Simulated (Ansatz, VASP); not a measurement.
One calculation of Ga2GeTeSe, two programs

```
Ga Ge Te Se
1.0
     2.66981   -5.21473    0.00000
     2.66981    5.21473    0.00000
     0.00000    0.00000    6.07356
Ga Ge Te Se
2 1 1 1
Direct
  0.25543 0.74457 0.00000
  0.74457 0.25543 0.00000
  0.00000 0.00000 0.00000
  0.50000 0.50000 0.50000
  0.50000 0.50000 0.00000
```

Alike in both runs: task relaxation of cell and atoms; functional PBE; k mesh 4 × 4 × 4; occupations gaussian, width 0.1 eV; no spin polarisation.

|  | VASP | Ansatz |
| --- | --- | --- |
| version | VASP 6.6.1 | Ansatz 0.2.0 |
| potentials or method | VASP PAW PBE potentials, release 64 (Ga_d, Ge_d, Te, Se), cutoff 600 eV | scalar-relativistic, plane waves, PAW |
| valence electrons in the cell | 52 | 72 |

```tsv
	VASP	Ansatz	Ansatz less VASP
gap on the k mesh at the Fermi level, each at its own relaxed structure (eV)	none	none	-
relaxed volume (Å³/atom)	32.78	32.69	-0.089
relaxed cell length with the largest relative difference (Å)	6.023	6.003	-0.0204
```

A gap of «none» marks a metal or a gap that the smearing closes. VASP's potentials hold 52 valence electrons a cell and Ansatz's 72, so a difference there can come from the potentials and not from the codes.

Spin-orbit coupling is off throughout.
